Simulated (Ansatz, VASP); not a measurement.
**Two plane-wave programs on ScSbS3**

```
CELL_PARAMETERS angstrom
4.47661 0.00000 0.00000
0.00000 4.47661 0.00000
0.00000 0.00000 5.66450
ATOMIC_POSITIONS crystal
Sc 0.00000 0.00000 0.00000
Sb 0.50000 0.50000 0.66200
S 0.50000 0.50000 0.10590
S 0.00000 0.50000 0.50000
S 0.50000 0.00000 0.50000
```

Change from the starting cell: species swapped into the NdBPt3 type (P4mm, No. 99).

Alike in both runs: task relaxation of cell and atoms; functional PBE; k mesh 4 × 4 × 4; occupations gaussian, width 0.1 eV; no spin polarisation.

|  | VASP | Ansatz |
| --- | --- | --- |
| version | VASP 6.6.1 | Ansatz 0.2.0 |
| potentials or method | VASP PAW PBE potentials, release 64 (Sc_sv, Sb, S), cutoff 600 eV | scalar-relativistic, plane waves, PAW |
| valence electrons in the cell | 34 | 44 |

Ansatz gave:

```
relaxed volume (Å³/atom)                                     : 27.98
relaxed cell length with the largest relative difference (Å) : 6.463
```

Which values does VASP return?

Relaxed volume (Å³/atom): 24.86; relaxed cell length with the largest relative difference (Å): 5.066.

VASP's potentials hold 34 valence electrons a cell and Ansatz's 44, so a difference there can come from the potentials and not from the codes.

Neither program's run includes spin-orbit coupling. Noted on VASP's run: too few bands were computed for a metal, which touches its energy and stress.
